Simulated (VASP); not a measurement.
# K3MgZn4F12 in VASP: settings compared

K3MgZn4F12 is run at these levels: PBEsol, r2SCAN; tasks: single point.

All numbers are computed with VASP 6.6.1; they aren't measurements. Logs are shortened: lines on timing, memory, paths and dates and some standing lists are left out, and cuts for length are marked.

## Step 1: The cell of the first run

The cell holds a repeated cell, 40 atoms: a = 8.105 Å, b = 8.105 Å, c = 8.105 Å, α = 90.00°, β = 90.00°, γ = 90.00°.

## Step 2: Single point, PBEsol

INCAR

```
SYSTEM = K3MgZn4F12
PREC     = Accurate       ! precision mode
ENCUT    = 520            ! plane-wave cutoff, eV
EDIFF    = 1E-6           ! SCF threshold, eV
ISMEAR   = -1             ! smearing method
SIGMA    = 0.05           ! smearing width, eV
LREAL    = Auto         
LASPH    = .TRUE.         ! aspherical terms in the spheres
NELM     = 60             ! most SCF steps
ALGO     = Normal         ! electronic algorithm
ISIF     = 2              ! what is computed and relaxed
LWAVE    = .FALSE.        ! write WAVECAR
LCHARG   = .FALSE.        ! write CHGCAR
GGA      = PS             ! functional
NBANDS   = 187            ! bands
ISYM     = 0
```

KPOINTS

```
Automatic mesh
0
Gamma
  1 1 1
  0.25 0.25 0.25
```

POSCAR

```
K3MgZn4F12
1.0
    8.1045260000      0.0000000000      0.0000000000
    0.0000000000      8.1045260000      0.0000000000
    0.0000000000      0.0000000000      8.1045260000
Mg K Zn F
2 6 8 24
Direct
    0.1064160000      0.0007060000      0.0009600000
    0.6048750000      0.5005520000      0.5010680000
    0.0038130000      0.9994260000      0.5001610000
    0.0041070000      0.4998180000      0.9999050000
    0.0340050000      0.5002610000      0.5006180000
    0.5351570000      0.0006030000      0.0008860000
    0.5040010000      0.9999620000      0.5001830000
    0.5038140000      0.4999220000      0.0003620000
    0.2506840000      0.2551780000      0.2554220000
    0.2510030000      0.2554870000      0.7447650000
    0.2509370000      0.7444730000      0.2557640000
    0.2507650000      0.7456370000      0.7458800000
    0.7507780000      0.2455830000      0.2459060000
    0.7508130000      0.2446430000      0.7554330000
    0.7507370000      0.7550670000      0.2449990000
    0.7504250000      0.7549170000      0.7552270000
    0.2031750000      0.2253120000      0.0002860000
    0.2612900000      0.2277460000      0.4999070000
    0.2006570000      0.7749890000      0.0003050000
    0.2632890000      0.7700200000      0.5009340000
    0.7632060000      0.2693310000      0.0007910000
    0.7012950000      0.2750910000      0.5003900000
    0.7626840000      0.7287140000      0.9998920000
    0.7019870000      0.7254510000      0.5005160000
    0.9950270000      0.2764100000      0.2763410000
    0.9945340000      0.2764420000      0.7254050000
    0.9945260000      0.7248130000      0.2765710000
    0.9938230000      0.7236690000      0.7240600000
    0.4939590000      0.2239770000      0.2245850000
    0.4947420000      0.2239530000      0.7758050000
    0.4946380000      0.7758250000      0.2244360000
    0.4949720000      0.7771350000      0.7772240000
    0.2028320000      0.0000740000      0.2256860000
    0.2003010000      0.0000610000      0.7751180000
    0.2615350000      0.4996530000      0.2280200000
    0.2634300000      0.5006890000      0.7702630000
    0.7635360000      0.0004570000      0.2696010000
    0.7627610000      0.9995740000      0.7290530000
    0.7006920000      0.5000510000      0.2753920000
    0.7018410000      0.5001660000      0.7259900000
```

Potentials or basis: VASP PAW PBE potentials, release 64 (Mg, K_sv, Zn, F).

The run is started by

```
$ cat potpaw_PBE.64/Mg/POTCAR potpaw_PBE.64/K_sv/POTCAR potpaw_PBE.64/Zn/POTCAR potpaw_PBE.64/F/POTCAR > POTCAR
$ mpirun -np 1 vasp_std > vasp.out
```

OUTCAR:

```text
SYSTEM = K3MgZn4F12
   PREC = Accurate
   ENCUT = 520
   EDIFF = 1E-6
   ISMEAR = -1
   LREAL = Auto
   LASPH = .TRUE.
   NELM = 60
   ISIF = 2
   GGA = PS
   ISYM = 0

 ion  position               nearest neighbor table
   1  0.106  0.001  0.001-  33 1.98  17 1.98  34 1.98  19 1.98   9 3.14  12 3.15  10 3.15  11 3.15
                             6 3.47
   2  0.605  0.501  0.501-  40 1.99  24 1.99  39 1.99  22 1.99  16 3.14  13 3.15  14 3.15  15 3.16
                             5 3.48
   3  0.004  0.999  0.500-  38 2.69  37 2.70  34 2.74  33 2.75  18 2.79  20 2.81
   4  0.004  0.500  1.000-  23 2.70  21 2.70  19 2.74  17 2.75  35 2.79  36 2.81
   5  0.034  0.500  0.501-  28 2.58  25 2.59  27 2.59  26 2.59  10 3.31  11 3.31   9 3.31  12 3.32
                             2 3.48
   6  0.535  0.001  0.001-  32 2.58  29 2.58  31 2.59  30 2.59  21 2.86  37 2.86  14 3.31  15 3.31
                            13 3.31  16 3.31   1 3.47
   7  0.504  1.000  0.500-  18 2.70  20 2.70  24 2.74  22 2.74  38 2.80  37 2.81
   8  0.504  0.500  0.000-  35 2.69  36 2.70  39 2.74  40 2.74  23 2.80  21 2.81
   9  0.251  0.255  0.255-  35 2.00  18 2.00  29 2.00  25 2.09  17 2.12  33 2.12   1 3.14   5 3.31
[... 15 lines left out ...]
  17  0.203  0.225  0.000-   1 1.98   9 2.12  10 2.12   4 2.75
  18  0.261  0.228  0.500-   9 2.00  10 2.00   7 2.70   3 2.79
  19  0.201  0.775  0.000-   1 1.98  12 2.12  11 2.12   4 2.74
  20  0.263  0.770  0.501-  12 2.00  11 2.00   7 2.70   3 2.81
  21  0.763  0.269  0.001-  13 2.00  14 2.00   4 2.70   8 2.81   6 2.86
  22  0.701  0.275  0.500-   2 1.99  13 2.11  14 2.12   7 2.74
  23  0.763  0.729  1.000-  16 2.00  15 2.00   4 2.70   8 2.80
  24  0.702  0.725  0.501-   2 1.99  16 2.11  15 2.12   7 2.74
  25  0.995  0.276  0.276-  13 2.01   9 2.09   5 2.59
  26  0.995  0.276  0.725-  14 2.01  10 2.09   5 2.59
  27  0.995  0.725  0.277-  15 2.01  11 2.09   5 2.59
  28  0.994  0.724  0.724-  16 2.00  12 2.10   5 2.58
  29  0.494  0.224  0.225-   9 2.00  13 2.10   6 2.58
  30  0.495  0.224  0.776-  10 2.01  14 2.09   6 2.59
  31  0.495  0.776  0.224-  11 2.01  15 2.09   6 2.59
  32  0.495  0.777  0.777-  12 2.01  16 2.09   6 2.58
  33  0.203  0.000  0.226-   1 1.98   9 2.12  11 2.12   3 2.75
  34  0.200  0.000  0.775-   1 1.98  12 2.12  10 2.12   3 2.74
  35  0.262  0.500  0.228-   9 2.00  11 2.00   8 2.69   4 2.79
  36  0.263  0.501  0.770-  12 2.00  10 2.00   8 2.70   4 2.81
  37  0.764  0.000  0.270-  13 2.00  15 2.00   3 2.70   7 2.81   6 2.86
  38  0.763  1.000  0.729-  16 2.00  14 2.00   3 2.69   7 2.80
  39  0.701  0.500  0.275-   2 1.99  13 2.12  15 2.12   8 2.74
  40  0.702  0.500  0.726-   2 1.99  16 2.12  14 2.12   8 2.74

IMPORTANT INFORMATION: All symmetrisations will be switched off!
NOSYMM: (Re-)initialisation of all symmetry stuff for point group C_1.

----------------------------------------------------------------------------------------

                                     Primitive cell

  volume of cell :     532.3324
[... 156 lines left out ...]
   NUPDOWN=      -1.0000    fix difference up-down
   EMIN   =  10.00;   EMAX   =-10.00  energy-range for DOS
   EFERMI =   0.00;   METHOD = LEGACY
   ISMEAR =    -1;   SIGMA  =   0.05  broadening in eV -4-tet -1-fermi 0-gaus
   EFERMI_NEDOS =   21; number of points for ismear=-14 and -15
   IALGO  =     38    algorithm
   IMIX   =      4    mixing-type and parameters
     AMIX     =   0.40;   BMIX     =  1.00
     AMIX_MAG =   1.60;   BMIX_MAG =  1.00
  volume/ion in A,a.u.               =      13.31        89.81
  Fermi-wavevector in a.u.,A,eV,Ry     =   1.384520  2.616363 26.080941  1.916895
  Thomas-Fermi vector in A             =   2.509016
   LORBIT       =      0    0 simple, 1 ext, 2 COOP (PROOUT), +10 PAW based schemes
   GGA     = PS    functional components
   LHFCALC =     F    Hartree Fock is set to
   AEXX    =    0.0000 exact exchange contribution
   IVDW    =     0    specifies the selected vdW correction
   LEPSILON=     F    determine dielectric tensor
   LRPA    =     F    only Hartree local field effects (RPA)
 non-spin polarized calculation
  energy-cutoff  :      520.00
  volume of cell :      532.33
 maximum number of plane-waves:     14330
   NGX = 31   NGY = 31   NGZ = 31

 number of electron     321.9999918 magnetization

 Free energy of the ion-electron system (eV)
  ---------------------------------------------------
  ext. energy  EPLUGINS =         0.00000000
  ---------------------------------------------------
  free energy    TOTEN  =      -168.11986657 eV

  energy without entropy =     -168.11968324  energy(sigma->0) =     -168.11977490

 E-fermi :   3.3866     XC(G=0): -10.0159

 val. band max:        2.9207555665   @ k =  -0.2500   0.2500   0.2500
 cond. band min:       3.8502115033   @ k =  -0.2500  -0.2500   0.2500
 fundamental gap:      0.9294559368
 Fermi energy:         3.3866466048

 k-point     1 :       0.2500    0.2500    0.2500
  band No.  band energies     occupation
      1     -27.5650      2.00000
      2     -27.5594      2.00000
      3     -27.5486      2.00000
      4     -27.5414      2.00000
      5     -27.5337      2.00000
      6     -27.5319      2.00000
[... 693 lines left out ...]
    172       7.8015      0.00000
    173       7.8358      0.00000
 [bands above 173 left out]

------------------------ aborting loop because EDIFF is reached ----------------------------------------

  FORCE on cell =-STRESS in cart. coord.  units (eV):
  Direction    XX          YY          ZZ          XY          YZ          ZX
  --------------------------------------------------------------------------------------
  -------------------------------------------------------------------------------------
  Total        3.8628502     10.2956275     10.3197726      0.0393889      0.0706835      0.0468074
  in kB       11.6261412     30.9870722     31.0597424      0.1185500      0.2127382      0.1408776
  external PRESSURE =      24.5576519 kB  Pullay stress =       0.0000000 kB

 VOLUME and BASIS-vectors are now :
 -----------------------------------------------------------------------------
  energy-cutoff  :      520.00
  volume of cell :      532.33
      direct lattice vectors                 reciprocal lattice vectors
     8.104526000  0.000000000  0.000000000     0.123387845  0.000000000  0.000000000
     0.000000000  8.104526000  0.000000000     0.000000000  0.123387845  0.000000000
     0.000000000  0.000000000  8.104526000     0.000000000  0.000000000  0.123387845

 POSITION                                       TOTAL-FORCE (eV/Angst)
 -----------------------------------------------------------------------------------
      0.86245      0.00572      0.00778         0.032932     -0.007526     -0.006928
      4.90223      4.05674      4.06092         0.046049     -0.009798     -0.012483
      0.03090      8.09987      4.05357         0.009089     -0.001747      0.000868
      0.03329      4.05079      8.10376         0.002928      0.003503     -0.001830
      0.27559      4.05438      4.05727         0.001374     -0.004071     -0.005533
      4.33719      0.00489      0.00718         0.007201      0.000335      0.000808
[... 32 lines left out ...]
      5.67878      4.05268      2.23192        -0.012856      0.009919      0.024559
      5.68809      4.05361      5.88380        -0.030653     -0.015994     -0.028493
 -----------------------------------------------------------------------------------
    total drift:                                0.107692     -0.003761      0.008271

  FREE ENERGIE OF THE ION-ELECTRON SYSTEM (eV)
  ---------------------------------------------------
  free  energy   TOTEN  =      -168.1198665657 eV

  energy  without entropy=     -168.1196832418  energy(sigma->0) =     -168.11977490
```

OSZICAR:

```text
N       E                     dE             d eps       ncg     rms          rms(c)
DAV:   1     0.485850000628E+04    0.48585E+04   -0.14977E+05  1496   0.203E+03
DAV:   2     0.701468294666E+03   -0.41570E+04   -0.39971E+04  1584   0.593E+02
[... 12 lines left out ...]
DAV:  15    -0.168119864465E+03   -0.31221E-04   -0.11275E-03  1824   0.115E-01    0.490E-02
DAV:  16    -0.168119876618E+03   -0.12153E-04   -0.13903E-04  2168   0.830E-02    0.352E-02
DAV:  17    -0.168119878727E+03   -0.21096E-05   -0.23292E-04  1936   0.557E-02    0.283E-02
DAV:  18    -0.168119866084E+03    0.12643E-04   -0.58901E-05  2032   0.535E-02    0.115E-02
DAV:  19    -0.168119866741E+03   -0.65625E-06   -0.17653E-05  1784   0.184E-02    0.516E-03
DAV:  20    -0.168119866566E+03    0.17500E-06   -0.92739E-07   880   0.816E-03
   1 F= -.16811987E+03 E0= -.16811977E+03  d E =-.183324E-03
```

stdout:

```text
POSCAR found type information on POSCAR MgK ZnF
 POSCAR found :  4 types and      40 ions
 scaLAPACK will be used
 -----------------------------------------------------------------------------
|                                                                             |
|                                                                             |
|     You enforced a specific xc type in the INCAR file but a different       |
|     I HOPE YOU KNOW WHAT YOU ARE DOING!                                     |
|                                                                             |
 -----------------------------------------------------------------------------

 LDA part: xc-table for (Slater+PW92), standard interpolation
 POSCAR, INCAR and KPOINTS ok, starting setup
 FFT: planning ... GRIDC
 FFT: planning ... GRID_SOFT
 FFT: planning ... GRID
 WAVECAR not read
 entering main loop
```

Wall time 23 min (1 thread of Intel Xeon 8259CL, shared host); peak memory 0.65 GiB.

Results:

- Free energy: -168.1199 eV
- Pressure: 2.5 GPa
- Largest force: 0.075 eV/Å
- Band gap on the k mesh: 0.93 eV

Forces in eV/Å, atoms in the order of the input:
```
Mg   0.033 -0.008 -0.007
Mg   0.046 -0.010 -0.012
K    0.009 -0.002  0.001
K    0.003  0.004 -0.002
K    0.001 -0.004 -0.006
K    0.007  0.000  0.001
K    0.009  0.002 -0.003
K    0.012 -0.003  0.001
Zn  -0.027 -0.019 -0.014
Zn  -0.038 -0.027  0.021
Zn  -0.037  0.028 -0.025
Zn  -0.037  0.015  0.013
Zn  -0.037  0.020  0.016
Zn  -0.030  0.026 -0.020
Zn  -0.031 -0.022  0.022
Zn  -0.021 -0.016 -0.012
F   -0.033 -0.024 -0.014
F    0.013 -0.005  0.033
F   -0.012  0.023  0.012
F    0.001  0.013 -0.020
F   -0.001  0.013 -0.016
F   -0.014  0.024  0.011
F    0.009 -0.006  0.033
F   -0.030 -0.027 -0.017
F    0.000 -0.006 -0.007
F    0.037  0.004 -0.008
F    0.034 -0.007  0.004
F    0.065  0.002  0.004
F    0.075  0.001  0.003
F    0.027 -0.003  0.004
F    0.032  0.005 -0.005
F   -0.001 -0.007 -0.006
F   -0.034 -0.016 -0.024
F   -0.009  0.012  0.025
F    0.012  0.032 -0.004
F    0.002 -0.021  0.013
F   -0.001 -0.017  0.012
F    0.009  0.031 -0.006
F   -0.013  0.010  0.025
F   -0.031 -0.016 -0.028
```

Levels at points of the mesh, in eV from the valence-band top:
```
           k point  band 158  band 159  band 160  band 161  band 162  band 163  band 164  band 165
(0.25, 0.25, 0.25)     -4.30     -4.28     -4.25      0.00      0.94      1.88      1.92      2.00
```

Caveat: the PAW data sets were made with another functional, which shifts forces and pressure a little.

## Step 3: Single point, r2SCAN

POSCAR is that of step 2.

INCAR.step1

```
SYSTEM = K3MgZn4F12
PREC = Accurate
ENCUT = 520
ISMEAR = -1
SIGMA = 0.05
LREAL = Auto
LASPH = .True.
NELM = 100
NBANDS = 187
ISYM = 0
GGA = PE
ALGO = Normal
EDIFF = 1E-4
LWAVE = .True.
LCHARG = .False.
```

INCAR.step2

```
SYSTEM = K3MgZn4F12
PREC = Accurate
ENCUT = 520
EDIFF = 1E-6
ISMEAR = -1
SIGMA = 0.05
LREAL = Auto
LASPH = .True.
NELM = 100
ALGO = Normal
ISIF = 2
LWAVE = .False.
LCHARG = .False.
METAGGA = R2SCAN
LMIXTAU = .True.
NBANDS = 187
ISYM = 0
ISTART = 1
```

KPOINTS is that of step 2.

Potentials or basis: VASP PAW PBE potentials, release 64 (Mg, K_sv, Zn, F).

The run is started by

```
$ cat potpaw_PBE.64/Mg/POTCAR potpaw_PBE.64/K_sv/POTCAR potpaw_PBE.64/Zn/POTCAR potpaw_PBE.64/F/POTCAR > POTCAR
$ cp INCAR.step1 INCAR
$ mpirun -np 1 vasp_std > vasp.out
$ cp INCAR.step2 INCAR
$ mpirun -np 1 vasp_std > vasp.out
```

Wall time 58 min (1 thread of Intel Xeon 8259CL, shared host); peak memory 0.71 GiB.

The run converged. Its results:

* Free energy: -298.1627 eV
* Pressure: 2.1 GPa
* Largest force: 0.081 eV/Å
* Band gap on the k mesh: 0.82 eV

Forces on the atoms (eV/Å):
```
Mg   0.056 -0.011 -0.012
Mg   0.062 -0.013 -0.019
K    0.015 -0.005 -0.002
K    0.009  0.004 -0.005
K    0.006 -0.006 -0.012
K    0.015  0.000 -0.001
K    0.017  0.002 -0.008
K    0.018 -0.005 -0.002
Zn  -0.031 -0.005  0.010
Zn  -0.053  0.001 -0.002
Zn  -0.046 -0.001  0.009
Zn  -0.048  0.027  0.028
Zn  -0.052  0.035  0.037
Zn  -0.043  0.006  0.000
Zn  -0.044 -0.014  0.012
Zn  -0.021 -0.014  0.000
F    0.008 -0.054 -0.017
F   -0.034 -0.038  0.032
F    0.031  0.052  0.011
F   -0.049  0.046 -0.017
F   -0.047  0.042 -0.014
F    0.034  0.048  0.009
F   -0.035 -0.035  0.032
F    0.016 -0.054 -0.020
F    0.000 -0.010 -0.013
F    0.040  0.001 -0.012
F    0.036 -0.009 -0.001
F    0.069  0.004  0.003
F    0.081  0.000 -0.002
F    0.031 -0.006  0.002
F    0.036  0.005 -0.010
F    0.001 -0.009 -0.010
F    0.006 -0.018 -0.057
F    0.035  0.012  0.053
F   -0.035  0.031 -0.039
F   -0.048 -0.017  0.045
F   -0.048 -0.016  0.039
F   -0.035  0.030 -0.036
F    0.035  0.010  0.047
F    0.015 -0.018 -0.058
```

Stress tensor (GPa, compression positive):
```
0.78 0.01 0.01
0.01 2.70 0.02
0.01 0.02 2.71
```

Levels at points of the mesh, in eV from the valence-band top:
```tsv
k point	band 159	band 160	band 161	band 162	band 163	band 164
(0.25, 0.25, 0.25)	-5.06	-5.03	0.00	0.83	1.98	1.98
```

Caveat: the PAW data sets were made with another functional, which shifts forces and pressure a little.
